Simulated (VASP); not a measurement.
Here is a VASP 6.6.1 calculation.

Contents of POSCAR:

```
TaSi2
1.0
    4.6843681870      0.0000000000      0.0000000000
   -2.3421840935      4.0567818506      0.0000000000
    0.0000000000      0.0000000000      6.6129426546
Ta Si
3 6
Direct
    0.5000000000      0.0000000000      0.0000000000
    0.5000000000      0.5000000000      0.6666666667
    0.0000000000      0.5000000000      0.3333333333
    0.1592946395      0.3185892789      0.0000000000
    0.8407053605      0.1592946395      0.6666666667
    0.6814107211      0.8407053605      0.3333333333
    0.8407053605      0.6814107211      0.0000000000
    0.1592946395      0.8407053605      0.6666666667
    0.3185892789      0.1592946395      0.3333333333
```

The input INCAR.step1:

```
SYSTEM = TaSi2
ALGO     = Normal         ! electronic algorithm
EDIFF    = 1E-4           ! SCF threshold, eV
ENCUT    = 520            ! plane-wave cutoff, eV
GGA      = PE             ! functional
ISMEAR   = 0              ! smearing method
LASPH    = .TRUE.         ! aspherical terms in the spheres
LCHARG   = .FALSE.        ! write CHGCAR
LREAL    = .FALSE.        ! projectors in reciprocal space
LWAVE    = .TRUE.         ! write WAVECAR
NBANDS   = 38             ! bands
NELM     = 60             ! most SCF steps
PREC     = Accurate       ! precision mode
SIGMA    = 0.1            ! smearing width, eV
```

Contents of INCAR.step2:

```
SYSTEM = TaSi2
ALGO     = Normal         ! electronic algorithm
EDIFF    = 1E-6           ! SCF threshold, eV
ENCUT    = 520            ! plane-wave cutoff, eV
ISIF     = 2              ! what is computed and relaxed
ISMEAR   = 0              ! smearing method
ISTART   = 1            
LASPH    = .TRUE.         ! aspherical terms in the spheres
LCHARG   = .FALSE.        ! write CHGCAR
LMIXTAU  = .TRUE.       
LREAL    = .FALSE.        ! projectors in reciprocal space
LWAVE    = .FALSE.        ! write WAVECAR
METAGGA  = R2SCAN         ! meta-GGA
NBANDS   = 38             ! bands
NELM     = 60             ! most SCF steps
PREC     = Accurate       ! precision mode
SIGMA    = 0.1            ! smearing width, eV
```

KPOINTS

```
k-points
0
G
  12 12 6
  0 0 0
```

Potentials or basis: VASP PAW PBE potentials, release 64 (Ta_pv, Si).

The run is started by

```bash
$ cat potpaw_PBE.64/Ta_pv/POTCAR potpaw_PBE.64/Si/POTCAR > POTCAR
$ cp INCAR.step1 INCAR
$ mpirun -np 1 vasp_std > vasp.out
$ cp INCAR.step2 INCAR
$ mpirun -np 1 vasp_std > vasp.out
```

Task: What does it give for the largest force?

Result: 0.009 eV/Å.

Task: What does it give for the band gap on the k mesh?

Result: Zero (an odd number of electrons rules out a gap without spin polarisation).

Task: Estimate the pressure.

Result: 6.3 GPa.

Stress tensor (GPa, compression positive):
```
9.36 0.00 0.00
0.00 9.36 0.00
0.00 0.00 0.30
```

Caveat: the cell differs from its parent crystal (biaxial strain in the a-b plane: -2.0 %, then relaxed in part); the stress differs along the axes, from 0 to 9 GPa; the PAW data sets were made with another functional, which shifts forces and pressure a little; spin-orbit coupling is left out, which moves the levels of the heavy elements; an odd number of electrons without spin polarisation forces a metal; a magnetic or distorted state may lie lower.
